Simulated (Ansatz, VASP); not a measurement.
# Al in VASP and in Ansatz

INCAR

```
SYSTEM = Al
PREC     = Accurate       ! precision mode
ENCUT    = 520            ! plane-wave cutoff, eV
EDIFF    = 1E-6           ! SCF threshold, eV
ISMEAR   = 0              ! smearing method
SIGMA    = 0.15           ! smearing width, eV
LREAL    = .False.        ! projectors in reciprocal space
LASPH    = .True.         ! aspherical terms in the spheres
NELM     = 100            ! most SCF steps
ALGO     = Fast           ! electronic algorithm
ISIF     = 2              ! what is computed and relaxed
LWAVE    = .False.        ! write WAVECAR
LCHARG   = .False.        ! write CHGCAR
GGA      = PS             ! functional
NBANDS   = 10             ! bands
```

File KPOINTS:

```
regular mesh
0
Gamma
  24 24 14
  0 0 0
```

POSCAR

```
Al
1.0
    2.8500694993      0.1869645591      0.0000000000
   -1.2631186918      2.3747503094      0.0000000000
    0.0000000000      0.0000000000      4.6373174459
Al
2
Direct
    0.6666666667      0.3333333333      0.7500000000
    0.3333333333      0.6666666667      0.2500000000
```

Input for Ansatz:

```yaml
crystal:
  lattice:
    - [2.8500694993, 0.1869645591, 0.0]
    - [-1.2631186918, 2.3747503094, 0.0]
    - [0.0, 0.0, 4.6373174459]
  atoms:
    - { symbol: Al, position: [0.6666666667, 0.3333333333, 0.75] }
    - { symbol: Al, position: [0.3333333333, 0.6666666667, 0.25] }
basis:
  ecutwfc: 420
kpoints:
  mp_grid: { grid: [24, 24, 14] }
hamiltonian:
  xc: pbesol
scf:
  occupations: { method: gaussian, width: 0.15 }
output:
  forces: true
  stress: true
  eigenvalues: true
```

Change from the starting cell: strain +0.1312 x Voigt [0, 0, 0, 0, 0, 1], atoms carried along.

Alike in both runs: task single point; functional PBEsol; k mesh 24 × 24 × 14; occupations gaussian, width 0.15 eV; no spin polarisation.

```csv
,VASP,Ansatz
version,VASP 6.6.1,Ansatz 0.2.0
potentials or method,"VASP PAW PBE potentials, release 64 (Al), cutoff 520 eV","scalar-relativistic, plane waves, PAW"
valence electrons in the cell,6,6
```

Ansatz gave:

```
gap on the k mesh at the Fermi level (eV)                     : none
pressure (GPa)                                                : 1.4
traceless stress, the component that is largest in VASP (GPa) : -4.08
rms of the force components (eV/Å)                            : 0.032
```

Task: Which values does VASP return?

Result: gap on the k mesh at the Fermi level (eV): none; pressure (GPa): 1.5; traceless stress, the component that is largest in VASP (GPa): -4.11; rms of the force components (eV/Å): 0.032.

VASP's potentials were made for PBE, not for PBEsol. Atom by atom the forces differ by 0.000 eV/Å (rms over components). A gap of «none» marks a metal or a gap that the smearing closes.
